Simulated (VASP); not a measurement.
A run of VASP 6.6.1 is set up as follows.

The input INCAR:

```
SYSTEM = SnO
PREC = Accurate
ENCUT = 910
EDIFF = 1E-6
ISMEAR = -1
SIGMA = 0.1
LREAL = .FALSE.
LASPH = .TRUE.
NELM = 120
ALGO = Normal
ISIF = 2
LWAVE = .FALSE.
LCHARG = .FALSE.
GGA = CA
NBANDS = 28
GGA_COMPAT = .FALSE.
```

File KPOINTS:

```
regular mesh
0
G
  10 10 8
  0 0 0
```

File POSCAR:

```
SnO
1.0
    3.7651715388      0.0000000000      0.0000000000
    0.0000000000      3.7651715388      0.0000000000
    0.0000000000      0.0000000000      4.6522206184
Sn O
2 2
Direct
    0.5000000000      0.0000000000      0.2462649240
    0.0000000000      0.5000000000      0.7537350760
    0.0000000000      0.0000000000      0.0000000000
    0.5000000000      0.5000000000      0.0000000000
```

Potentials or basis: VASP PAW LDA potentials, release 64 (Sn_d, O_h).

Command:

```bash
$ cat potpaw_LDA.64/Sn_d/POTCAR potpaw_LDA.64/O_h/POTCAR > POTCAR
$ mpirun -np 1 vasp_std > vasp.out
```

Q: Estimate the band gap on the k mesh.

A: Zero (bands 20 and 21 overlap by 0.23 eV).

Q: Predict the largest force.

A: 0.108 eV/Å.

Forces in eV/Å, atoms in the order of the input:
```
Sn   0.000  0.000  0.108
Sn   0.000  0.000 -0.108
O    0.000  0.000  0.000
O    0.000  0.000  0.000
```

Caveat: semilocal functionals underestimate gaps, and a narrow one can read as zero; spin-orbit coupling is left out, which moves the levels of the heavy elements.
